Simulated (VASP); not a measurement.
**SiC: electric field gradients with PBE**

SiC:

```
CELL_PARAMETERS angstrom
3.09500 0.00000 0.00000
-1.54750 2.68035 0.00000
0.00000 0.00000 15.17000
ATOMIC_POSITIONS crystal
Si 0.00000 0.00000 0.12500
Si 0.00000 0.00000 0.62500
Si 0.33333 0.66667 0.29170
Si 0.66667 0.33333 0.79170
Si 0.33333 0.66667 0.95830
Si 0.66667 0.33333 0.45830
C 0.00000 0.00000 0.00000
C 0.00000 0.00000 0.50000
C 0.33333 0.66667 0.16670
C 0.66667 0.33333 0.66670
C 0.33333 0.66667 0.83330
C 0.66667 0.33333 0.33330
```

```
Program                : VASP 6.6.1
Task                   : electric field gradients
Functional             : PBE
Potentials or basis    : VASP PAW PBE potentials, release 64 (Si, C)
Cutoff                 : 520 eV
k mesh                 : 10 × 10 × 2
Occupations            : fermi-dirac, width 0.02 eV
Spin                   : no spin polarisation
Dipole correction      : no
Further INCAR settings : ALGO = Normal; EDIFF = 1e-08; NBANDS = 36
```

```yaml
Pressure: 0.2 GPa
Largest_force: 0.142 eV/Å
Band_gap_on_the_k_mesh: 2.02 eV (least direct gap 3.12 eV)
Largest_electric_field_gradient_by_atom: Si -1.7, +1.3, +1.7 (each value once); C +1.6, +0.4, +0.1 (each value once) V/Å²
```

Forces in eV/Å, atoms in the order of the input:
```
Si   0.000  0.000  0.043
Si   0.000  0.000  0.043
Si   0.000  0.000  0.025
Si   0.000  0.000  0.025
Si   0.000  0.000  0.054
Si   0.000  0.000  0.054
C    0.000  0.000 -0.142
C    0.000  0.000 -0.142
C    0.000  0.000  0.034
C    0.000  0.000  0.034
C    0.000  0.000 -0.014
C    0.000  0.000 -0.014
```

Stress tensor (GPa, compression positive):
```
-0.08  0.00  0.00
 0.00 -0.08  0.00
 0.00  0.00  0.70
```

Levels at points of the mesh, in eV from the valence-band top:
```
           k point  band 22  band 23  band 24  band 25  band 26  band 27
(0.00, 0.00, 0.00)    -0.05     0.00     0.00     5.04     5.21     5.62
(0.50, 0.00, 0.00)    -1.77    -1.66    -1.09     2.02     2.20     3.18
(0.00, 0.00, 0.50)    -0.10    -0.10    -0.10     5.11     5.11     5.85
(0.50, 0.00, 0.50)    -1.71    -1.30    -1.30     2.06     2.06     3.41
```

Electric field gradients, principal values (V/Å²):
```
atom   least  middle  greatest (by size)
1 Si   0.844   0.844              -1.688
2 Si   0.844   0.844              -1.688
3 Si  -0.661  -0.661               1.321
4 Si  -0.661  -0.661               1.321
5 Si  -0.846  -0.846               1.692
6 Si  -0.846  -0.846               1.692
 7 C  -0.811  -0.812               1.623
 8 C  -0.811  -0.812               1.623
 9 C  -0.191  -0.192               0.383
10 C  -0.191  -0.192               0.383
11 C  -0.067  -0.068               0.135
12 C  -0.067  -0.068               0.135
```

Run time: 75 s on 1 thread of Intel(R) Xeon(R) 6975P-C (Granite Rapids) (shared host), peak memory 0.28 GiB.

Caveat: without QUAD_EFG the Cq values of the log hold for a quadrupole moment of 1 mb, not for the nuclei. A k mesh can miss the band edges.
